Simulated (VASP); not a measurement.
# Tm (Fm-3m) in VASP: single point with PBEsol

Aim: the single point of Tm with PBEsol.

Program: VASP 6.6.1. These are calculated values, not measurements. Logs are shortened: lines on timing, memory, paths and dates and some standing lists are left out, and cuts for length are marked.

## 1. The cell of the first run

The structure is cubic, space group Fm-3m (No. 225). The conventional cell has a = 5.069 Å, b = 5.069 Å, c = 5.069 Å, α = 90.00°, β = 90.00°, γ = 90.00°. Tm (site symmetry m-3m) has 12 Tm at 3.58 Å within 4.7 Å.

## 2. Single point, PBEsol

Contents of INCAR:

```
ALGO     = Normal         # electronic algorithm
EDIFF    = 1E-7           # SCF threshold, eV
ENCUT    = 520            # plane-wave cutoff, eV
GGA      = PS             # functional
ISIF     = 2              # what is computed and relaxed
ISMEAR   = -1             # smearing method
LASPH    = T              # aspherical terms in the spheres
LCHARG   = F              # write CHGCAR
LREAL    = F              # projectors in reciprocal space
LWAVE    = F              # write WAVECAR
NBANDS   = 18             # bands
NELM     = 80             # most SCF steps
PREC     = Accurate       # precision mode
SIGMA    = 0.13605693000000002 # smearing width, eV
```

Contents of KPOINTS:

```
k-points
0
Gamma
  11 11 11
```

Contents of POSCAR:

```
Tm
1.0
    0.0000000000      2.5346638133      2.5346638133
    2.5346638133      0.0000000000      2.5346638133
    2.5346638133      2.5346638133      0.0000000000
Tm
1
Direct
    0.0000000000      0.0000000000      0.0000000000
```

Potentials or basis: VASP PAW PBE potentials, release 64 (Tm).

Started as:

```console
$ cat potpaw_PBE.64/Tm/POTCAR > POTCAR
$ mpirun -np 1 vasp_std > vasp.out
```

OUTCAR:

```text
EDIFF = 1E-7
   ENCUT = 520
   GGA = PS
   ISIF = 2
   ISMEAR = -1
   LASPH = T
   LREAL = F
   NELM = 80
   PREC = Accurate

 ion  position               nearest neighbor table
   1  0.000  0.000  0.000-

  LATTYP: Found a face centered cubic cell.
 ALAT       =     5.0693276266

  Lattice vectors:

 A1 = (   0.0000000000,   2.5346638133,   2.5346638133)
 A2 = (   2.5346638133,   0.0000000000,   2.5346638133)
 A3 = (   2.5346638133,   2.5346638133,   0.0000000000)

Analysis of symmetry for initial positions (statically):
=====================================================================
 Subroutine PRICEL returns:
 Original cell was already a primitive cell.

 Routine SETGRP: Setting up the symmetry group for a
 face centered cubic supercell.

 Subroutine GETGRP returns: Found 48 space group operations
 (whereof 48 operations were pure point group operations)
 out of a pool of 48 trial point group operations.

The static configuration has the point symmetry O_h .

Analysis of symmetry for dynamics (positions and initial velocities):
=====================================================================
 Subroutine PRICEL returns:
 Original cell was already a primitive cell.

 Routine SETGRP: Setting up the symmetry group for a
 face centered cubic supercell.

 Subroutine GETGRP returns: Found 48 space group operations
 (whereof 48 operations were pure point group operations)
 out of a pool of 48 trial point group operations.

The dynamic configuration has the point symmetry O_h .

 Subroutine INISYM returns: Found 48 space group operations
 (whereof 48 operations are pure point group operations),
 and found     1 'primitive' translations

----------------------------------------------------------------------------------------

                                     Primitive cell

  volume of cell :      32.5680

  direct lattice vectors                    reciprocal lattice vectors
     0.000000000  2.534663813  2.534663813    -0.197264820  0.197264820  0.197264820
     2.534663813  0.000000000  2.534663813     0.197264820 -0.197264820  0.197264820
     2.534663813  2.534663813  0.000000000     0.197264820  0.197264820 -0.197264820

  length of vectors
     3.584555941  3.584555941  3.584555941     0.341672690  0.341672690  0.341672690

  position of ions in fractional coordinates (direct lattice)
     0.000000000  0.000000000  0.000000000

  ion indices of the primitive-cell ions
   primitive index   ion index
                 1           1

----------------------------------------------------------------------------------------

 KPOINTS: k-points

Automatic generation of k-mesh.
 Grid dimensions read from file:
 generate k-points for:   11   11   11

 Generating k-lattice:

  Cartesian coordinates                     Fractional coordinates (reciprocal lattice)
    -0.017933165  0.017933165  0.017933165     0.090909091  0.000000000  0.000000000
     0.017933165 -0.017933165  0.017933165     0.000000000  0.090909091  0.000000000
     0.017933165  0.017933165 -0.017933165     0.000000000  0.000000000  0.090909091

  Length of vectors
     0.031061154  0.031061154  0.031061154

  Shift w.r.t. Gamma in fractional coordinates (k-lattice)
     0.000000000  0.000000000  0.000000000

 Subroutine IBZKPT returns following result:
 ===========================================

 Found     56 irreducible k-points:

 Following reciprocal coordinates:
            Coordinates               Weight
  0.000000  0.000000  0.000000      1.000000
  0.090909  0.000000  0.000000      8.000000
  0.181818  0.000000  0.000000      8.000000
  0.272727  0.000000  0.000000      8.000000
  0.363636  0.000000  0.000000      8.000000
  0.454545  0.000000  0.000000      8.000000
[... 16 lines left out ...]
 -0.272727  0.181818  0.000000     24.000000
 -0.181818  0.181818  0.000000     12.000000
 [... further k-points ...]
   k-points           NKPTS =     56   k-points in BZ     NKDIM =     56   number of bands    NBANDS=     18
   number of dos      NEDOS =    301   number of ions     NIONS =      1
   total plane-waves  NPLWV =  21952
   dimension x,y,z NGX =    28 NGY =   28 NGZ =   28
   dimension x,y,z NGXF=    56 NGYF=   56 NGZF=   56
   ions per type =               1
   NGX,Y,Z   is equivalent  to a cutoff of  12.99, 12.99, 12.99 a.u.
   NGXF,Y,Z  is equivalent  to a cutoff of  25.97, 25.97, 25.97 a.u.
 SYSTEM =  unknown system
   PREC   = accura    normal or accurate (medium, high low for compatibility)
   ISTART =      0    job   : 0-new  1-cont  2-samecut
   ICHARG =      2    charge: 1-file 2-atom 10-const
   ISPIN  =      1    spin polarized calculation?
   LNONCOLLINEAR =      F non collinear calculations
   LSORBIT =      F    spin-orbit coupling
   LASPH  =      T    aspherical Exc in radial PAW
   ENCUT  =  520.0 eV  38.22 Ry    6.18 a.u.   6.66  6.66  6.66*2*pi/ulx,y,z
   NELM   =     80;   NELMIN=  2; NELMDL= -5     # of ELM steps
   EDIFF  = 0.1E-06   stopping-criterion for ELM
   LREAL  =      F    real-space projection
   EDIFFG = 0.1E-05   stopping-criterion for IOM
   NSW    =      0    number of steps for IOM
   IBRION =     -1    ionic relax: 0-MD 1-quasi-New 2-CG
   NFREE  =      0    steps in history (QN), initial steepest desc. (CG)
   ISIF   =      2    stress and relaxation
   ISYM   =      2    0-nonsym 1-usesym 2-fastsym
   POTIM  = 0.5000    time-step for ionic-motion
   TEBEG  =    0.0;   TEEND  =   0.0 temperature during run
   PSTRESS=    0.0 pullay stress
   NELECT =      23.0000    total number of electrons
   NUPDOWN=      -1.0000    fix difference up-down
   EMIN   =  10.00;   EMAX   =-10.00  energy-range for DOS
   EFERMI =   0.00;   METHOD = LEGACY
   ISMEAR =    -1;   SIGMA  =   0.14  broadening in eV -4-tet -1-fermi 0-gaus
   EFERMI_NEDOS =   21; number of points for ismear=-14 and -15
   IALGO  =     38    algorithm
   IMIX   =      4    mixing-type and parameters
     AMIX     =   0.40;   BMIX     =  1.00
     AMIX_MAG =   1.60;   BMIX_MAG =  1.00
  volume/ion in A,a.u.               =      32.57       219.78
  Fermi-wavevector in a.u.,A,eV,Ry     =   1.457875  2.754985 28.917833  2.125401
  Thomas-Fermi vector in A             =   2.574626
   LORBIT       =      0    0 simple, 1 ext, 2 COOP (PROOUT), +10 PAW based schemes
   GGA     = PS    functional components
   LHFCALC =     F    Hartree Fock is set to
   AEXX    =    0.0000 exact exchange contribution
   IVDW    =     0    specifies the selected vdW correction
   LEPSILON=     F    determine dielectric tensor
   LRPA    =     F    only Hartree local field effects (RPA)
 non-spin polarized calculation
  energy-cutoff  :      520.00
  volume of cell :       32.57
 maximum number of plane-waves:       899
   NGX = 13   NGY = 13   NGZ = 13

 number of electron      22.9999991 magnetization

 Free energy of the ion-electron system (eV)
  ---------------------------------------------------
  ext. energy  EPLUGINS =         0.00000000
  ---------------------------------------------------
  free energy    TOTEN  =        -4.46245208 eV

  energy without entropy =       -3.91937832  energy(sigma->0) =       -4.19091520

 E-fermi :   1.8585     XC(G=0): -10.0275

 val. band max:        1.8577484367   @ k =  -0.2727   0.4545   0.1818
 cond. band min:       1.9460622865   @ k =  -0.3636   0.3636   0.0000
 fundamental gap:      0.0883138499
 Fermi energy:         1.8585182015

 k-point     1 :       0.0000    0.0000    0.0000
  band No.  band energies     occupation
      1     -48.0932      2.00000
      2     -21.2010      2.00000
      3     -21.2010      2.00000
      4     -21.2010      2.00000
      5      -3.3483      2.00000
      6       1.3598      1.95009
[... 10 lines left out ...]
     17       7.1091      0.00000
     18      11.8630      0.00000

 k-point     2 :       0.0909    0.0000    0.0000
  band No.  band energies     occupation
      1     -48.0907      2.00000
      2     -21.2451      2.00000
      3     -21.2066      2.00000
      4     -21.2066      2.00000
      5      -3.1320      2.00000
      6       1.3613      1.94955
[... 10 lines left out ...]
     17       6.9796      0.00000
     18      12.3575      0.00000

 k-point     3 :       0.1818    0.0000    0.0000
  band No.  band energies     occupation
      1     -48.0839      2.00000
      2     -21.3612      2.00000
      3     -21.2216      2.00000
      4     -21.2216      2.00000
      5      -2.5215      2.00000
      6       1.3678      1.94716
[... 10 lines left out ...]
     17       6.8467      0.00000
     18      12.3820      0.00000

 k-point     4 :       0.2727    0.0000    0.0000
  band No.  band energies     occupation
      1     -48.0750      2.00000
      2     -21.5088      2.00000
      3     -21.2411      2.00000
      4     -21.2411      2.00000
      5      -1.6377      2.00000
      6       1.3836      1.94083
[... 10 lines left out ...]
     17       7.2120      0.00000
     18      11.3836      0.00000

 k-point     5 :       0.3636    0.0000    0.0000
  band No.  band energies     occupation
      1     -48.0667      2.00000
      2     -21.6403      2.00000
      3     -21.2589      2.00000
      4     -21.2589      2.00000
      5      -0.7126      2.00000
      6       1.3949      1.93587
[... 10 lines left out ...]
     17       8.0191      0.00000
     18      10.6924      0.00000

 k-point     6 :       0.4545    0.0000    0.0000
  band No.  band energies     occupation
      1     -48.0618      2.00000
      2     -21.7168      2.00000
      3     -21.2695      2.00000
      4     -21.2695      2.00000
      5      -0.1019      2.00000
      6       1.3830      1.94109
[... 307 lines left out ...]
 k-point    21 :      -0.4545    0.1818    0.0000
  band No.  band energies     occupation
      1     -48.0573      2.00000
      2     -21.6746      2.00000
      3     -21.3749      2.00000
      4     -21.3011      2.00000
      5       0.6873      1.99963
      6       1.3779      1.94319
[... 10 lines left out ...]
     17       8.7184      0.00000
     18       9.9618      0.00000

 k-point    22 :      -0.3636    0.1818    0.0000
  band No.  band energies     occupation
      1     -48.0589      2.00000
      2     -21.6500      2.00000
      3     -21.3858      2.00000
      4     -21.2830      2.00000
      5       0.4593      1.99993
      6       1.3827      1.94122
[... 10 lines left out ...]
     17       9.1419      0.00000
     18      10.4737      0.00000

 k-point    23 :      -0.2727    0.1818    0.0000
  band No.  band energies     occupation
      1     -48.0644      2.00000
      2     -21.5809      2.00000
      3     -21.3694      2.00000
      4     -21.2588      2.00000
      5      -0.3520      2.00000
      6       1.4027      1.93223
[... 10 lines left out ...]
     17       9.1303      0.00000
     18      11.3717      0.00000

 k-point    24 :      -0.1818    0.1818    0.0000
  band No.  band energies     occupation
      1     -48.0720      2.00000
      2     -21.4951      2.00000
      3     -21.3231      2.00000
      4     -21.2361      2.00000
      5      -1.2983      2.00000
      6       1.3884      1.93877
[... 10 lines left out ...]
     17       8.2667      0.00000
     18      12.4779      0.00000

 [... further k-points ...]
[... 5 lines left out ...]
  --------------------------------------------------------------------------------------
  -------------------------------------------------------------------------------------
  Total       -0.0702817     -0.0702817     -0.0702817      0.0000000      0.0000000     -0.0000000
  in kB       -3.4574983     -3.4574983     -3.4574983      0.0000000      0.0000000     -0.0000000
  external PRESSURE =      -3.4574983 kB  Pullay stress =       0.0000000 kB

 VOLUME and BASIS-vectors are now :
 -----------------------------------------------------------------------------
  energy-cutoff  :      520.00
  volume of cell :       32.57
      direct lattice vectors                 reciprocal lattice vectors
     0.000000000  2.534663813  2.534663813    -0.197264820  0.197264820  0.197264820
     2.534663813  0.000000000  2.534663813     0.197264820 -0.197264820  0.197264820
     2.534663813  2.534663813  0.000000000     0.197264820  0.197264820 -0.197264820

 POSITION                                       TOTAL-FORCE (eV/Angst)
 -----------------------------------------------------------------------------------
      0.00000      0.00000      0.00000         0.000000      0.000000      0.000000
 -----------------------------------------------------------------------------------
    total drift:                               -0.000000     -0.000000     -0.000000

  FREE ENERGIE OF THE ION-ELECTRON SYSTEM (eV)
  ---------------------------------------------------
  free  energy   TOTEN  =        -4.4624520808 eV

  energy  without entropy=       -3.9193783214  energy(sigma->0) =       -4.19091520
```

Run time: 87 s. Hardware: 1 thread of Intel Xeon Platinum 8259CL at 2.50GHz (Skylake/Cascade Lake), shared host; peak memory 0.18 GiB.

Results:

```yaml
Free_energy: -4.4625 eV
Pressure: -0.3 GPa
```

Caveat: the PAW data sets were made with another functional, which shifts forces and pressure a little; spin-orbit coupling is left out, which moves the levels of the heavy elements. Spin polarisation is off, so any magnetic state and its effect on volume and gap are missing.
